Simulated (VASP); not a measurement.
Here is a VASP 6.6.1 calculation.

The input POSCAR:

```
HfO2
1.0
    0.0000000000      2.8452187500      2.5575000000
    2.5575000000      0.0000000000      2.5575000000
    2.5575000000      2.8452187500      0.0000000000
Hf O
1 2
Direct
    0.0000000000      0.0000000000      0.0000000000
    0.2500000000      0.2500000000      0.2500000000
    0.7500000000      0.7500000000      0.7500000000
```

The input INCAR.step1:

```
PREC = Accurate
ENCUT = 520
ISMEAR = 0
SIGMA = 0.05
LREAL = False
LASPH = True
NELM = 80
NBANDS = 18
GGA = PE
ALGO = Normal
EDIFF = 1E-4
LWAVE = True
LCHARG = False
```

Contents of INCAR.step2:

```
PREC = Accurate
ENCUT = 520
EDIFF = 1E-6
ISMEAR = 0
SIGMA = 0.05
LREAL = False
LASPH = True
NELM = 80
ALGO = Normal
ISIF = 2
LWAVE = False
LCHARG = False
METAGGA = R2SCAN
LMIXTAU = True
NBANDS = 18
ISTART = 1
```

File KPOINTS:

```
Automatic mesh
0
Gamma
  8 8 8
```

Potentials or basis: VASP PAW PBE potentials, release 64 (Hf_pv, O).

Run with:

```console
$ cat potpaw_PBE.64/Hf_pv/POTCAR potpaw_PBE.64/O/POTCAR > POTCAR
$ cp INCAR.step1 INCAR
$ mpirun -np 1 vasp_std > vasp.out
$ cp INCAR.step2 INCAR
$ mpirun -np 1 vasp_std > vasp.out
```

Task: Predict the pressure.

Result: -30.4 GPa.

Task: What does it give for the band gap on the k mesh?

Result: 2.64 eV, indirect (least direct gap 3.05 eV).

Stress tensor (GPa, compression positive):
```
-15.21   0.00   0.00
  0.00 -60.93   0.00
  0.00   0.00 -15.21
```

Caveat: the cell differs from its parent crystal (strain +0.1125 x Voigt [0, 1, 0, 0, 0, 0]); the PAW data sets were made with another functional, which shifts forces and pressure a little; spin-orbit coupling is left out, which moves the levels of the heavy elements. A k mesh can miss the band edges.
